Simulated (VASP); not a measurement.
Wanted: the native input for a VASP 6.6.1 run.

* Task: relaxation of the atoms
* Functional: LDA
* Potentials or basis: VASP PAW LDA potentials, release 64 (B, N)
* Cutoff: 520 eV
* k mesh: 9 × 9 × 9
* Occupations: gaussian, width 0.02 eV
* Spin: no spin polarisation
* Dipole correction: no
* Further INCAR settings: ALGO = Normal; EDIFF = 1e-07; IBRION = 2; EDIFFG = -0.002; NSW = 60

The structure of BN (lda) lies in POSCAR:

```
BN
1.0
    0.0214330961      1.7844890017      1.7844890017
    1.7844890017      0.0214330961      1.7844890017
    1.7844890017      1.7844890017      0.0214330961
B N
1 1
Direct
   -0.0001111721     -0.0001111721     -0.0001111721
    0.2501111721      0.2501111721      0.2501111721
```

This cell differs from its parent crystal: strained cell.

One way to write it, as run:

INCAR

```
PREC = Accurate
ENCUT = 520
EDIFF = 1E-7
ISMEAR = 0
SIGMA = 0.02
LREAL = False
LASPH = True
NELM = 120
ALGO = Normal
ISIF = 2
LWAVE = False
LCHARG = False
IBRION = 2
NSW = 60
EDIFFG = -0.002
GGA_COMPAT = False
NELMIN = 4
```

KPOINTS

```
regular mesh
0
Gamma
  9 9 9
```

Potentials or basis: VASP PAW LDA potentials, release 64 (B, N).

Launch:

```console
$ cat potpaw_LDA.64/B/POTCAR potpaw_LDA.64/N/POTCAR > POTCAR
$ mpirun -np 1 vasp_std > vasp.out
```

Results of the run:

```yaml
Energy_gained_by_relaxing: 0.1 meV/atom
Ionic_steps: 3
Pressure_after_relaxing: 13.0 GPa
Band_gap_on_the_k_mesh: 4.52 eV, indirect (least direct gap 8.53 eV)
```

Caveat: the cell differs from its parent crystal (strained cell).

Run time: 19 s on 1 thread of Intel Xeon 8259CL, with other jobs on the host, peak memory 0.11 GiB.
